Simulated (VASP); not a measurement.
# Mg7ZnO8 (P1) in VASP: further runs, part 3 of 3

VASP 6.6.1. The steps go on from the part before.

**4. Single point, PBEsol**

Input file INCAR:

```
SYSTEM = Mg7ZnO8
  PREC = Accurate
  ENCUT = 520
  EDIFF = 1E-7
  ISMEAR = -1
  SIGMA = 0.05
  LREAL = Auto
  LASPH = .TRUE.
  NELM = 100
  ALGO = Normal
  ISIF = 2
  LWAVE = .FALSE.
  LCHARG = .FALSE.
  GGA = PS
  NBANDS = 276
  ISYM = 0
```

Input file KPOINTS:

```
Automatic mesh
0
Gamma
  1 1 1
  0.25 0.25 0.25
```

Input file POSCAR:

```
Mg7ZnO8
1.0
    9.8629153520      0.0000000000      0.0000000000
    0.0000000000     11.3869067824      0.0000000000
    0.0000000000      0.0000000000     10.1371516773
Zn Mg O
6 42 48
Direct
    0.1668220000      0.0828110000      0.2456110000
    0.1663420000      0.0829140000      0.7456200000
    0.6666290000      0.8325830000      0.2481800000
    0.9999000000      0.6667190000      0.9976960000
    0.6667330000      0.1666270000      0.9978180000
    0.3330840000      0.6666330000      0.4986130000
    0.0008280000      0.3331330000      0.2466910000
    0.0008300000      0.3329420000      0.7457900000
    0.4997020000      0.0822170000      0.2454730000
    0.5012140000      0.0832950000      0.7460230000
    0.3325250000      0.3328100000      0.2460800000
    0.3321680000      0.3332510000      0.7464110000
    0.1685330000      0.5838580000      0.2450350000
    0.1646450000      0.5842000000      0.7449490000
    0.9993680000      0.8339210000      0.2450670000
    0.9991610000      0.8328270000      0.7464570000
    0.8331420000      0.0826080000      0.2454530000
    0.8322660000      0.0829320000      0.7460580000
    0.6663730000      0.3342970000      0.2454340000
    0.6668080000      0.3318540000      0.7459540000
    0.4977030000      0.5843410000      0.2460040000
    0.5006330000      0.5824800000      0.7453320000
    0.3338220000      0.8317640000      0.2462860000
    0.3340130000      0.8349900000      0.7452520000
    0.8335330000      0.5833120000      0.2453580000
    0.8345370000      0.5835330000      0.7459280000
    0.6665560000      0.8326000000      0.7432730000
    0.0006640000      0.1660450000      0.4950620000
    0.0003030000      0.1661170000      0.9953560000
    0.3326550000      0.1656010000      0.4954830000
    0.3327080000      0.1665550000      0.9949190000
    0.1674630000      0.4167460000      0.4961360000
    0.1657030000      0.4169430000      0.9962710000
    0.0000540000      0.6674680000      0.4939980000
    0.6664410000      0.1666360000      0.4938800000
    0.4989400000      0.4160060000      0.4962910000
    0.4992910000      0.4162370000      0.9963390000
    0.3332520000      0.6675250000      0.9931800000
    0.1658870000      0.9164170000      0.4952580000
    0.1673400000      0.9166250000      0.9953670000
    0.8334020000      0.4164800000      0.4962710000
    0.8347120000      0.4157550000      0.9963360000
    0.6666210000      0.6659360000      0.4953090000
    0.6665690000      0.6676180000      0.9960200000
    0.4999780000      0.9163560000      0.4952850000
    0.5020520000      0.9158390000      0.9959950000
    0.8339750000      0.9171600000      0.4953870000
    0.8304080000      0.9150480000      0.9959600000
    0.9995130000      0.1664860000      0.1916630000
    0.9990890000      0.1663950000      0.6916510000
    0.3338130000      0.1663650000      0.1911230000
    0.3339390000      0.1665160000      0.6921690000
    0.1666740000      0.4169670000      0.1925040000
    0.1665060000      0.4172990000      0.6922590000
    0.0006210000      0.6667620000      0.1952660000
    0.9994670000      0.6673020000      0.6893390000
    0.6663410000      0.1668720000      0.1954240000
    0.6668090000      0.1662760000      0.6895430000
    0.4991180000      0.4171100000      0.1927540000
    0.4997360000      0.4155270000      0.6926950000
    0.3331180000      0.6669870000      0.1885170000
    0.3332100000      0.6670660000      0.6961850000
    0.1672580000      0.9156380000      0.1916270000
    0.1659460000      0.9157850000      0.6915420000
    0.8339390000      0.4163950000      0.1923770000
    0.8335590000      0.4162520000      0.6930580000
    0.6660560000      0.6659580000      0.1925340000
    0.6671210000      0.6655070000      0.6914720000
    0.5000330000      0.9157060000      0.1923150000
    0.5003990000      0.9171330000      0.6912010000
    0.8324960000      0.9162870000      0.1917310000
    0.8334010000      0.9165710000      0.6918300000
    0.1666790000      0.0826120000      0.4420810000
    0.1664550000      0.0828710000      0.9421250000
    0.0004850000      0.3332600000      0.4429080000
    0.0004490000      0.3325700000      0.9420160000
    0.4994070000      0.0827820000      0.4414410000
    0.5000520000      0.0829550000      0.9425930000
    0.3329500000      0.3323490000      0.4423290000
    0.3324260000      0.3334880000      0.9426140000
    0.1669820000      0.5832940000      0.4416620000
    0.1661210000      0.5833920000      0.9414000000
    0.9997080000      0.8338900000      0.4408720000
    0.9993430000      0.8338290000      0.9429550000
    0.8336210000      0.0834190000      0.4413780000
    0.8332150000      0.0823250000      0.9426840000
    0.6663200000      0.3339470000      0.4419510000
    0.6668180000      0.3334940000      0.9427090000
    0.4993900000      0.5829270000      0.4424670000
    0.5004830000      0.5829070000      0.9419150000
    0.3330550000      0.8331670000      0.4423910000
    0.3342520000      0.8345150000      0.9414160000
    0.8333980000      0.5829260000      0.4415630000
    0.8330160000      0.5829020000      0.9427860000
    0.6670570000      0.8330310000      0.4454110000
    0.6661470000      0.8324740000      0.9386480000
```

Potentials or basis: VASP PAW PBE potentials, release 64 (Zn, Mg, O).

Launch:

```
> cat potpaw_PBE.64/Zn/POTCAR potpaw_PBE.64/Mg/POTCAR potpaw_PBE.64/O/POTCAR > POTCAR
> mpirun -np 1 vasp_std > vasp.out
```

OUTCAR:

```text
SYSTEM = Mg7ZnO8
   PREC = Accurate
   ENCUT = 520
   EDIFF = 1E-7
   ISMEAR = -1
   LREAL = Auto
   LASPH = .TRUE.
   NELM = 100
   ISIF = 2
   GGA = PS
   ISYM = 0

 ion  position               nearest neighbor table
   1  0.167  0.083  0.246-  51 1.98  63 1.98  49 1.98  73 1.99  28 3.16  30 3.16  39 3.16  40 3.16
                            29 3.17  31 3.17  15 3.28  11 3.28   9 3.28   7 3.29  17 3.29  23 3.30
   2  0.166  0.083  0.746-  64 1.98  50 1.98  52 1.98  74 1.99  31 3.16  29 3.16  40 3.16  30 3.16
                            28 3.17  39 3.17  24 3.27   8 3.28  12 3.29  16 3.29  18 3.29  10 3.30
   3  0.667  0.833  0.248-  71 1.98  69 1.98  67 1.98  95 2.00  43 3.14  45 3.14  47 3.15  48 3.17
                            44 3.17  46 3.17  21 3.28  25 3.28  15 3.28  23 3.28   9 3.29  17 3.29
   4  1.000  0.667  0.998-  82 1.98  84 1.98  94 1.98  55 2.00  25 3.15  15 3.15  13 3.15  16 3.17
                            26 3.17  14 3.18  33 3.28  48 3.28  44 3.29  38 3.29  42 3.29  40 3.29
   5  0.667  0.167  0.998-  88 1.98  78 1.98  86 1.98  57 2.00  17 3.15   9 3.15  19 3.15  20 3.17
                            10 3.18  18 3.18  42 3.29  46 3.29  37 3.29  48 3.29  29 3.29  31 3.29
   6  0.333  0.667  0.499-  81 1.98  91 1.98  89 1.98  62 2.00  14 3.14  22 3.15  24 3.15  21 3.17
                            23 3.17  13 3.18  32 3.28  34 3.28  45 3.29  39 3.29  36 3.29  43 3.29
   7  0.001  0.333  0.247-  53 1.97  65 1.98  49 1.98  75 1.99  28 3.16  33 3.16  32 3.16  42 3.16
                            41 3.17  29 3.18  11 3.27   1 3.29  25 3.29  17 3.30  19 3.30  13 3.30
   8  0.001  0.333  0.746-  54 1.97  50 1.97  66 1.98  76 1.99  33 3.16  29 3.16  32 3.16  42 3.17
                            41 3.17  28 3.17  12 3.27   2 3.28  14 3.29  26 3.29  20 3.29  18 3.30
   9  0.500  0.082  0.245-  69 1.97  57 1.97  51 1.97  77 1.99   5 3.15  35 3.16  45 3.16  46 3.16
[... 125 lines left out ...]
  95  0.667  0.833  0.445-  45 1.97  43 1.97  47 1.97   3 2.00
  96  0.666  0.832  0.939-  48 1.96  46 1.96  44 1.97  27 1.98

IMPORTANT INFORMATION: All symmetrisations will be switched off!
NOSYMM: (Re-)initialisation of all symmetry stuff for point group C_1.

----------------------------------------------------------------------------------------

                                     Primitive cell

  volume of cell :    1138.4842

  direct lattice vectors                    reciprocal lattice vectors
     9.862915352  0.000000000  0.000000000     0.101389900  0.000000000  0.000000000
     0.000000000 11.386906782  0.000000000     0.000000000  0.087820162  0.000000000
     0.000000000  0.000000000 10.137151677     0.000000000  0.000000000  0.098647039

  length of vectors
     9.862915352 11.386906782 10.137151677     0.101389900  0.087820162  0.098647039

  position of ions in fractional coordinates (direct lattice)
     0.166822000  0.082811000  0.245611000
     0.166342000  0.082914000  0.745620000
     0.666629000  0.832583000  0.248180000
     0.999900000  0.666719000  0.997696000
     0.666733000  0.166627000  0.997818000
     0.333084000  0.666633000  0.498613000
[... 88 lines left out ...]
     0.667057000  0.833031000  0.445411000
     0.666147000  0.832474000  0.938648000

  ion indices of the primitive-cell ions
   primitive index   ion index
                 1           1
                 2           2
                 3           3
                 4           4
                 5           5
                 6           6
[... 88 lines left out ...]
                95          95
                96          96

----------------------------------------------------------------------------------------

 KPOINTS: Automatic mesh

Automatic generation of k-mesh.
 Grid dimensions read from file:
 generate k-points for:    1    1    1

 Generating k-lattice:

[... 29 lines left out ...]
   NGXF,Y,Z  is equivalent  to a cutoff of  26.97, 26.28, 26.24 a.u.
 SYSTEM =  Mg7ZnO8
   PREC   = accura    normal or accurate (medium, high low for compatibility)
   ISTART =      0    job   : 0-new  1-cont  2-samecut
   ICHARG =      2    charge: 1-file 2-atom 10-const
   ISPIN  =      1    spin polarized calculation?
   LNONCOLLINEAR =      F non collinear calculations
   LSORBIT =      F    spin-orbit coupling
   LASPH  =      T    aspherical Exc in radial PAW
   ENCUT  =  520.0 eV  38.22 Ry    6.18 a.u.  18.34 21.17 18.85*2*pi/ulx,y,z
   NELM   =    100;   NELMIN=  2; NELMDL= -5     # of ELM steps
   EDIFF  = 0.1E-06   stopping-criterion for ELM
   LREAL  =      T    real-space projection
   EDIFFG = 0.1E-05   stopping-criterion for IOM
   NSW    =      0    number of steps for IOM
   IBRION =     -1    ionic relax: 0-MD 1-quasi-New 2-CG
   NFREE  =      0    steps in history (QN), initial steepest desc. (CG)
   ISIF   =      2    stress and relaxation
   ISYM   =      0    0-nonsym 1-usesym 2-fastsym
   POTIM  = 0.5000    time-step for ionic-motion
   TEBEG  =    0.0;   TEEND  =   0.0 temperature during run
   PSTRESS=    0.0 pullay stress
   NELECT =     444.0000    total number of electrons
   NUPDOWN=      -1.0000    fix difference up-down
   EMIN   =  10.00;   EMAX   =-10.00  energy-range for DOS
   EFERMI =   0.00;   METHOD = LEGACY
   ISMEAR =    -1;   SIGMA  =   0.05  broadening in eV -4-tet -1-fermi 0-gaus
   EFERMI_NEDOS =   21; number of points for ismear=-14 and -15
   IALGO  =     38    algorithm
   IMIX   =      4    mixing-type and parameters
     AMIX     =   0.40;   BMIX     =  1.00
     AMIX_MAG =   1.60;   BMIX_MAG =  1.00
  volume/ion in A,a.u.               =      11.86        80.03
  Fermi-wavevector in a.u.,A,eV,Ry     =   1.196080  2.260263 19.464588  1.430607
  Thomas-Fermi vector in A             =   2.332029
   LORBIT       =      0    0 simple, 1 ext, 2 COOP (PROOUT), +10 PAW based schemes
   GGA     = PS    functional components
   LHFCALC =     F    Hartree Fock is set to
   AEXX    =    0.0000 exact exchange contribution
   IVDW    =     0    specifies the selected vdW correction
   LEPSILON=     F    determine dielectric tensor
   LRPA    =     F    only Hartree local field effects (RPA)
 non-spin polarized calculation
  energy-cutoff  :      520.00
  volume of cell :     1138.48
 maximum number of plane-waves:     30637
 NGX is ok and might be reduce to    80
   NGX = 37   NGY = 43   NGZ = 37

 number of electron     444.0000060 magnetization

 Free energy of the ion-electron system (eV)
  ---------------------------------------------------
  ext. energy  EPLUGINS =         0.00000000
  ---------------------------------------------------
  free energy    TOTEN  =      -574.08167928 eV

  energy without entropy =     -574.08167928  energy(sigma->0) =     -574.08167928

 E-fermi :   2.2601     XC(G=0): -10.1104

 val. band max:        0.9561150725   @ k =  -0.2500  -0.2500   0.2500
 cond. band min:       4.6380016057   @ k =   0.2500   0.2500   0.2500
 fundamental gap:      3.6818865331
 Fermi energy:         2.2600784100

 k-point     1 :       0.2500    0.2500    0.2500
  band No.  band energies     occupation
      1     -15.3574      2.00000
      2     -15.2081      2.00000
      3     -15.1793      2.00000
      4     -15.1556      2.00000
      5     -15.0602      2.00000
      6     -15.0280      2.00000
[... 937 lines left out ...]
    233       7.4411      0.00000
    234       7.6128      0.00000
 [bands above 234 left out]

------------------------ aborting loop because EDIFF is reached ----------------------------------------

  FORCE on cell =-STRESS in cart. coord.  units (eV):
  Direction    XX          YY          ZZ          XY          YZ          ZX
  --------------------------------------------------------------------------------------
  -------------------------------------------------------------------------------------
  Total       -1.1608303     -1.1048677     -0.5906260     -0.0207214      0.0160486     -0.0024773
  in kB       -1.6336247     -1.5548692     -0.8311820     -0.0291610      0.0225851     -0.0034862
  external PRESSURE =      -1.3398920 kB  Pullay stress =       0.0000000 kB

 VOLUME and BASIS-vectors are now :
 -----------------------------------------------------------------------------
  energy-cutoff  :      520.00
  volume of cell :     1138.48
      direct lattice vectors                 reciprocal lattice vectors
     9.862915352  0.000000000  0.000000000     0.101389900  0.000000000  0.000000000
     0.000000000 11.386906782  0.000000000     0.000000000  0.087820162  0.000000000
     0.000000000  0.000000000 10.137151677     0.000000000  0.000000000  0.098647039

 POSITION                                       TOTAL-FORCE (eV/Angst)
 -----------------------------------------------------------------------------------
      1.64535      0.94296      2.48980         0.000535      0.000158     -0.006253
      1.64062      0.94413      7.55846         0.001219      0.000923     -0.005908
      6.57491      9.48055      2.51584         0.000113     -0.000291     -0.001740
      9.86193      7.59187     10.11380        -0.000937      0.000712     -0.000898
      6.57593      1.89737     10.11503         0.000705     -0.000028     -0.002561
      3.28518      7.59089      5.05452         0.001006      0.000557     -0.001612
[... 88 lines left out ...]
      6.57913      9.48565      4.51520         0.001842      0.001145      0.060034
      6.57015      9.47930      9.51522        -0.002518      0.000496     -0.001890
 -----------------------------------------------------------------------------------
    total drift:                               -0.010455     -0.007964      0.015160

  FREE ENERGIE OF THE ION-ELECTRON SYSTEM (eV)
  ---------------------------------------------------
  free  energy   TOTEN  =      -574.0816792767 eV

  energy  without entropy=     -574.0816792767  energy(sigma->0) =     -574.08167928
```

Run time: 1.9 h. Hardware: 1 thread of AMD EPYC 7R13 (Zen 3), shared host; peak memory 1.5 GiB.

Results:

| Property | Result |
| --- | --- |
| Free energy | -574.0817 eV |
| Pressure | -0.1 GPa |
| Largest force | 0.071 eV/Å |
| Band gap on the k mesh | 3.68 eV |

Forces on the atoms (eV/Å):
```
Zn   0.001  0.000 -0.006
Zn   0.001  0.001 -0.006
Zn   0.000  0.000 -0.002
Zn  -0.001  0.001 -0.001
Zn   0.001  0.000 -0.003
Zn   0.001  0.001 -0.002
Mg  -0.001  0.000 -0.001
Mg  -0.001  0.000  0.001
Mg   0.000  0.001  0.002
Mg  -0.002 -0.002  0.001
Mg   0.001  0.000  0.000
Mg   0.000  0.000  0.000
Mg  -0.001 -0.002  0.002
Mg   0.001  0.000  0.003
Mg   0.001  0.001  0.003
Mg  -0.001  0.000 -0.001
Mg   0.001  0.000  0.003
Mg   0.000 -0.001  0.000
Mg   0.001  0.000  0.003
Mg   0.001  0.000  0.000
Mg   0.001 -0.001  0.000
Mg   0.000 -0.001  0.004
Mg  -0.002  0.000  0.000
Mg  -0.001 -0.001  0.003
Mg   0.000 -0.001  0.003
Mg  -0.001  0.000  0.001
Mg   0.003  0.001  0.003
Mg  -0.002 -0.002  0.002
Mg  -0.001 -0.002  0.002
Mg  -0.001 -0.001  0.002
Mg  -0.002 -0.001  0.002
Mg  -0.002  0.000  0.001
Mg   0.001  0.000  0.003
Mg  -0.002  0.000  0.003
Mg   0.001 -0.002  0.002
Mg   0.001  0.000  0.001
Mg   0.000  0.002  0.001
Mg  -0.002 -0.001  0.003
Mg  -0.002  0.000  0.002
Mg  -0.001  0.000  0.002
Mg  -0.001  0.000  0.002
Mg  -0.002  0.000  0.001
Mg   0.001 -0.001  0.002
Mg   0.000 -0.002  0.001
Mg   0.000  0.001  0.004
Mg  -0.002 -0.001  0.001
Mg  -0.001  0.000  0.003
Mg   0.000  0.001  0.002
O   -0.054  0.032 -0.025
O   -0.055  0.032 -0.024
O    0.051  0.032 -0.022
O    0.051  0.032 -0.020
O    0.003  0.003 -0.001
O    0.003  0.002 -0.003
O    0.000  0.000  0.060
O    0.000 -0.002 -0.005
O    0.003  0.000  0.060
O   -0.003  0.002 -0.001
O   -0.004  0.000  0.000
O   -0.001  0.000 -0.002
O    0.005  0.000  0.000
O   -0.002 -0.001  0.059
O    0.002 -0.061 -0.019
O    0.003 -0.063 -0.018
O   -0.003  0.000 -0.001
O   -0.004  0.000 -0.003
O    0.002 -0.061 -0.020
O    0.002  0.002 -0.001
O   -0.054  0.030 -0.022
O    0.001  0.000 -0.004
O    0.051  0.032 -0.020
O   -0.003  0.000 -0.002
O    0.003 -0.001  0.061
O    0.005 -0.001  0.060
O    0.003  0.000 -0.001
O    0.001  0.001 -0.004
O   -0.001  0.001 -0.003
O   -0.052 -0.030 -0.020
O   -0.002  0.002 -0.002
O    0.000  0.000  0.000
O   -0.049 -0.032 -0.020
O    0.060 -0.031 -0.019
O    0.001 -0.001 -0.006
O    0.000  0.062 -0.019
O   -0.003 -0.001 -0.001
O    0.052 -0.032 -0.020
O    0.005  0.000 -0.001
O    0.003  0.063 -0.018
O    0.051 -0.030 -0.018
O    0.003 -0.001 -0.001
O   -0.001  0.063 -0.019
O   -0.001  0.000 -0.004
O   -0.001 -0.002 -0.002
O   -0.055 -0.031 -0.019
O    0.002  0.001  0.060
O   -0.003  0.000 -0.002
```

Stress tensor (GPa, compression positive):
```
-0.16  0.00  0.00
 0.00 -0.16  0.00
 0.00  0.00 -0.08
```

Caveat: the PAW data sets were made with another functional, which shifts forces and pressure a little; a shifted mesh leaves out Γ, where band edges can lie. A k mesh can miss the band edges.

**5. Summary**

| cell | cutoff (eV) | gap on the mesh (eV) | pressure (GPa) | largest force (eV/Å) |
| --- | --- | --- | --- | --- |
| a = 9.880, b = 11.408, c = 10.095 Å, 96 atoms, atomic positions A | 700 | 3.58 | -0.1 | 1.20 |
| a = 9.863, b = 11.387, c = 10.137 Å, 96 atoms, atomic positions B | 700 | 3.68 | -0.3 | 0.07 |
| a = 9.863, b = 11.387, c = 10.137 Å, 96 atoms, atomic positions B | 520 | 3.68 | -0.1 | 0.07 |

Alike in all rows: task single point; level PBEsol; potentials or basis VASP PAW PBE potentials, release 64 (Zn, Mg, O); no spin polarisation; k mesh 1 × 1 × 1, shifted; smearing fermi-dirac 0.05 eV.

Caveats: the PAW data sets were made with another functional, which shifts forces and pressure a little; a shifted mesh leaves out Γ, where band edges can lie.

Absolute energies hang on the potentials; compare differences alone.
